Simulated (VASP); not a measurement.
# La (P6_3/mmc) in VASP: a series of runs

The runs below take La through single point, with PBEsol, r2SCAN.

Everything below comes from runs of VASP 6.6.1. Logs are shortened: lines on timing, memory, paths and dates and some standing lists are left out, and cuts for length are marked.

## Step 1: The cell of the first run

It takes space group P6_3/mmc (No. 194, hexagonal). Conventional cell: a = 3.287 Å, b = 3.287 Å, c = 5.559 Å, α = 90.00°, β = 90.00°, γ = 120.00°. La (site symmetry -6m2) has 12 La at 3.29 to 3.37 Å within 4.3 Å.

## Step 2: Single point, PBEsol

Contents of INCAR:

```
SYSTEM = La
ALGO     = Fast           ! electronic algorithm
EDIFF    = 1E-6           ! SCF threshold, eV
ENCUT    = 520            ! plane-wave cutoff, eV
GGA      = PS             ! functional
ISIF     = 2              ! what is computed and relaxed
ISMEAR   = -1             ! smearing method
LASPH    = .TRUE.         ! aspherical terms in the spheres
LCHARG   = .FALSE.        ! write CHGCAR
LREAL    = .FALSE.        ! projectors in reciprocal space
LWAVE    = .FALSE.        ! write WAVECAR
NBANDS   = 18             ! bands
NELM     = 100            ! most SCF steps
PREC     = Accurate       ! precision mode
SIGMA    = 0.05           ! smearing width, eV
```

Contents of KPOINTS:

```
k-points
0
G
  8 8 5
  0 0 0
```

Contents of POSCAR:

```
La
1.0
    3.2872331501      0.0000000000      0.0000000000
   -1.6436165751      2.8468274162      0.0000000000
    0.0000000000      0.0000000000      5.5591986328
La
2
Direct
    0.6666666667      0.3333333333      0.7500000000
    0.3333333333      0.6666666667      0.2500000000
```

Potentials or basis: VASP PAW PBE potentials, release 64 (La).

Run with:

```bash
$ cat potpaw_PBE.64/La/POTCAR > POTCAR
$ mpirun -np 1 vasp_std > vasp.out
```

OUTCAR:

```text
SYSTEM = La
   EDIFF = 1E-6
   ENCUT = 520
   GGA = PS
   ISIF = 2
   ISMEAR = -1
   LASPH = .TRUE.
   LREAL = .FALSE.
   NELM = 100
   PREC = Accurate

 ion  position               nearest neighbor table
   1  0.667  0.333  0.750-   2 3.37   2 3.37   2 3.37   2 3.37   2 3.37   2 3.37
   2  0.333  0.667  0.250-   1 3.37   1 3.37   1 3.37   1 3.37   1 3.37   1 3.37

  LATTYP: Found a hexagonal cell.
 ALAT       =     3.2872331501
 C/A-ratio  =     1.6911482633

  Lattice vectors:

 A1 = (   3.2872331501,   0.0000000000,   0.0000000000)
 A2 = (  -1.6436165751,   2.8468274162,   0.0000000000)
 A3 = (   0.0000000000,   0.0000000000,   5.5591986328)

Analysis of symmetry for initial positions (statically):
=====================================================================
 Subroutine PRICEL returns:
 Original cell was already a primitive cell.

 Routine SETGRP: Setting up the symmetry group for a
 hexagonal supercell.

 Subroutine GETGRP returns: Found 24 space group operations
 (whereof 12 operations were pure point group operations)
 out of a pool of 24 trial point group operations.

The static configuration has the point symmetry D_3d.
 The point group associated with its full space group is D_6h.

Analysis of symmetry for dynamics (positions and initial velocities):
=====================================================================
 Subroutine PRICEL returns:
 Original cell was already a primitive cell.

 Routine SETGRP: Setting up the symmetry group for a
 hexagonal supercell.

 Subroutine GETGRP returns: Found 24 space group operations
 (whereof 12 operations were pure point group operations)
 out of a pool of 24 trial point group operations.

The dynamic configuration has the point symmetry D_3d.
 The point group associated with its full space group is D_6h.

 Subroutine INISYM returns: Found 24 space group operations
 (whereof 12 operations are pure point group operations),
 and found     1 'primitive' translations

----------------------------------------------------------------------------------------

                                     Primitive cell

  volume of cell :      52.0240

  direct lattice vectors                    reciprocal lattice vectors
     3.287233150  0.000000000  0.000000000     0.304207202  0.175634110  0.000000000
    -1.643616575  2.846827416  0.000000000     0.000000000  0.351268220  0.000000000
     0.000000000  0.000000000  5.559198633     0.000000000  0.000000000  0.179882042

  length of vectors
     3.287233150  3.287233150  5.559198633     0.351268220  0.351268220  0.179882042

  position of ions in fractional coordinates (direct lattice)
     0.666666667  0.333333333  0.750000000
     0.333333333  0.666666667  0.250000000

  ion indices of the primitive-cell ions
   primitive index   ion index
                 1           1
                 2           2

----------------------------------------------------------------------------------------

 KPOINTS: k-points

Automatic generation of k-mesh.
 Grid dimensions read from file:
 generate k-points for:    8    8    5

 Generating k-lattice:

  Cartesian coordinates                     Fractional coordinates (reciprocal lattice)
     0.038025900  0.021954264  0.000000000     0.125000000  0.000000000  0.000000000
     0.000000000  0.043908528  0.000000000     0.000000000  0.125000000  0.000000000
     0.000000000  0.000000000  0.035976408     0.000000000  0.000000000  0.200000000

  Length of vectors
     0.043908528  0.043908528  0.035976408

  Shift w.r.t. Gamma in fractional coordinates (k-lattice)
     0.000000000  0.000000000  0.000000000

 Subroutine IBZKPT returns following result:
 ===========================================

 Found     30 irreducible k-points:

 Following reciprocal coordinates:
            Coordinates               Weight
  0.000000  0.000000  0.000000      1.000000
  0.125000  0.000000  0.000000      6.000000
  0.250000  0.000000  0.000000      6.000000
  0.375000 -0.000000  0.000000      6.000000
  0.500000  0.000000  0.000000      3.000000
  0.125000  0.125000  0.000000      6.000000
[... 16 lines left out ...]
  0.250000  0.000000  0.400000     12.000000
  0.375000 -0.000000  0.400000     12.000000
 [... further k-points ...]
   k-points           NKPTS =     30   k-points in BZ     NKDIM =     30   number of bands    NBANDS=     18
   number of dos      NEDOS =    301   number of ions     NIONS =      2
   total plane-waves  NPLWV =  24192
   dimension x,y,z NGX =    24 NGY =   24 NGZ =   42
   dimension x,y,z NGXF=    48 NGYF=   48 NGZF=   84
   ions per type =               2
   NGX,Y,Z   is equivalent  to a cutoff of  12.14, 12.14, 12.56 a.u.
   NGXF,Y,Z  is equivalent  to a cutoff of  24.28, 24.28, 25.12 a.u.
 SYSTEM =  La
   PREC   = accura    normal or accurate (medium, high low for compatibility)
   ISTART =      0    job   : 0-new  1-cont  2-samecut
   ICHARG =      2    charge: 1-file 2-atom 10-const
   ISPIN  =      1    spin polarized calculation?
   LNONCOLLINEAR =      F non collinear calculations
   LSORBIT =      F    spin-orbit coupling
   LASPH  =      T    aspherical Exc in radial PAW
   ENCUT  =  520.0 eV  38.22 Ry    6.18 a.u.   6.11  6.11 10.34*2*pi/ulx,y,z
   NELM   =    100;   NELMIN=  2; NELMDL= -5     # of ELM steps
   EDIFF  = 0.1E-05   stopping-criterion for ELM
   LREAL  =      F    real-space projection
   EDIFFG = 0.1E-04   stopping-criterion for IOM
   NSW    =      0    number of steps for IOM
   IBRION =     -1    ionic relax: 0-MD 1-quasi-New 2-CG
   NFREE  =      0    steps in history (QN), initial steepest desc. (CG)
   ISIF   =      2    stress and relaxation
   ISYM   =      2    0-nonsym 1-usesym 2-fastsym
   POTIM  = 0.5000    time-step for ionic-motion
   TEBEG  =    0.0;   TEEND  =   0.0 temperature during run
   PSTRESS=    0.0 pullay stress
   NELECT =      22.0000    total number of electrons
   NUPDOWN=      -1.0000    fix difference up-down
   EMIN   =  10.00;   EMAX   =-10.00  energy-range for DOS
   EFERMI =   0.00;   METHOD = LEGACY
   ISMEAR =    -1;   SIGMA  =   0.05  broadening in eV -4-tet -1-fermi 0-gaus
   EFERMI_NEDOS =   21; number of points for ismear=-14 and -15
   IALGO  =     68    algorithm
   IMIX   =      4    mixing-type and parameters
     AMIX     =   0.40;   BMIX     =  1.00
     AMIX_MAG =   1.60;   BMIX_MAG =  1.00
  volume/ion in A,a.u.               =      26.01       175.54
  Fermi-wavevector in a.u.,A,eV,Ry     =   1.228800  2.322095 20.544101  1.509949
  Thomas-Fermi vector in A             =   2.363711
   LORBIT       =      0    0 simple, 1 ext, 2 COOP (PROOUT), +10 PAW based schemes
   GGA     = PS    functional components
   LHFCALC =     F    Hartree Fock is set to
   AEXX    =    0.0000 exact exchange contribution
   IVDW    =     0    specifies the selected vdW correction
   LEPSILON=     F    determine dielectric tensor
   LRPA    =     F    only Hartree local field effects (RPA)
 non-spin polarized calculation
 RMM-DIIS sequential band-by-band and
  energy-cutoff  :      520.00
  volume of cell :       52.02
 maximum number of plane-waves:      1420
   NGX = 13   NGY = 13   NGZ = 21

 number of electron      21.9999996 magnetization

 Free energy of the ion-electron system (eV)
  ---------------------------------------------------
  ext. energy  EPLUGINS =         0.00000000
  ---------------------------------------------------
  free energy    TOTEN  =       -10.14433526 eV

  energy without entropy =      -10.12048337  energy(sigma->0) =      -10.13240931

 E-fermi :  11.7417     XC(G=0): -11.2393

 val. band max:       11.7188761475   @ k =   0.1250   0.0000   0.4000
 cond. band min:      11.7569168502   @ k =   0.3750   0.2500   0.4000
 fundamental gap:      0.0380407027
 Fermi energy:        11.7416814312

 k-point     1 :       0.0000    0.0000    0.0000
  band No.  band energies     occupation
      1     -21.0401      2.00000
      2     -20.3933      2.00000
      3      -6.2294      2.00000
      4      -3.0294      2.00000
      5      -3.0294      2.00000
      6      -2.8402      2.00000
[... 10 lines left out ...]
     17      13.9045      0.00000
     18      14.1800      0.00000

 k-point     2 :       0.1250    0.0000    0.0000
  band No.  band energies     occupation
      1     -20.9478      2.00000
      2     -20.3366      2.00000
      3      -6.0766      2.00000
      4      -3.5679      2.00000
      5      -3.1834      2.00000
      6      -3.1633      2.00000
[... 10 lines left out ...]
     17      13.9280      0.00000
     18      14.3232      0.00000

 k-point     3 :       0.2500    0.0000    0.0000
  band No.  band energies     occupation
      1     -20.7067      2.00000
      2     -20.2035      2.00000
      3      -5.6518      2.00000
      4      -4.7154      2.00000
      5      -4.2545      2.00000
      6      -3.5100      2.00000
[... 10 lines left out ...]
     17      14.1084      0.00000
     18      14.4988      0.00000

 k-point     4 :       0.3750   -0.0000    0.0000
  band No.  band energies     occupation
      1     -20.4243      2.00000
      2     -20.0890      2.00000
      3      -5.7158      2.00000
      4      -5.2073      2.00000
      5      -5.0755      2.00000
      6      -3.7981      2.00000
[... 375 lines left out ...]
      4      -4.2650      2.00000
      5      -3.3538      2.00000
      6      -3.1588      2.00000
[... 10 lines left out ...]
     17      14.1246      0.00000
     18      14.2099      0.00000

 k-point    23 :       0.2500    0.0000    0.4000
  band No.  band energies     occupation
      1     -20.5407      2.00000
      2     -20.3855      2.00000
      3      -5.2651      2.00000
      4      -4.8646      2.00000
      5      -4.0551      2.00000
      6      -3.5415      2.00000
[... 10 lines left out ...]
     17      14.1444      0.00000
     18      14.2411      0.00000

 k-point    24 :       0.3750   -0.0000    0.4000
  band No.  band energies     occupation
      1     -20.3110      2.00000
      2     -20.2074      2.00000
      3      -5.8901      2.00000
      4      -5.7036      2.00000
      5      -4.0650      2.00000
      6      -3.5750      2.00000
[... 10 lines left out ...]
     17      14.3030      0.00000
     18      14.3503      0.00000

 [... further k-points ...]
[... 5 lines left out ...]
  --------------------------------------------------------------------------------------
  -------------------------------------------------------------------------------------
  Total        3.3414652      3.3414652      3.3245272     -0.0000000     -0.0000000      0.0000000
  in kB      102.9067092    102.9067092    102.3850693     -0.0000000     -0.0000000      0.0000000
  external PRESSURE =     102.7328292 kB  Pullay stress =       0.0000000 kB

 VOLUME and BASIS-vectors are now :
 -----------------------------------------------------------------------------
  energy-cutoff  :      520.00
  volume of cell :       52.02
      direct lattice vectors                 reciprocal lattice vectors
     3.287233150  0.000000000  0.000000000     0.304207202  0.175634110  0.000000000
    -1.643616575  2.846827416  0.000000000     0.000000000  0.351268220  0.000000000
     0.000000000  0.000000000  5.559198633     0.000000000  0.000000000  0.179882042

 POSITION                                       TOTAL-FORCE (eV/Angst)
 -----------------------------------------------------------------------------------
      1.64362      0.94894      4.16940         0.000000      0.000000      0.000000
     -0.00000      1.89788      1.38980        -0.000000      0.000000      0.000000
 -----------------------------------------------------------------------------------
    total drift:                               -0.000000      0.000000     -0.000000

  FREE ENERGIE OF THE ION-ELECTRON SYSTEM (eV)
  ---------------------------------------------------
  free  energy   TOTEN  =       -10.1443352606 eV

  energy  without entropy=      -10.1204833669  energy(sigma->0) =      -10.13240931
```

Run time: 1.9 min. Hardware: 1 thread of Intel Xeon Platinum 8259CL at 2.50GHz (Skylake/Cascade Lake), shared host; peak memory 0.18 GiB.

Results:

| Quantity | Value |
| --- | --- |
| Free energy | -10.1443 eV |
| Pressure | 10.3 GPa |
| Band gap on the k mesh | zero (band 11 reaches 12.53 eV, above the bottom of band 12 at 10.81 eV) |

Caveat: the PAW data sets were made with another functional, which shifts forces and pressure a little; spin-orbit coupling is left out, which moves the levels of the heavy elements.

[end of part 1 of 2]
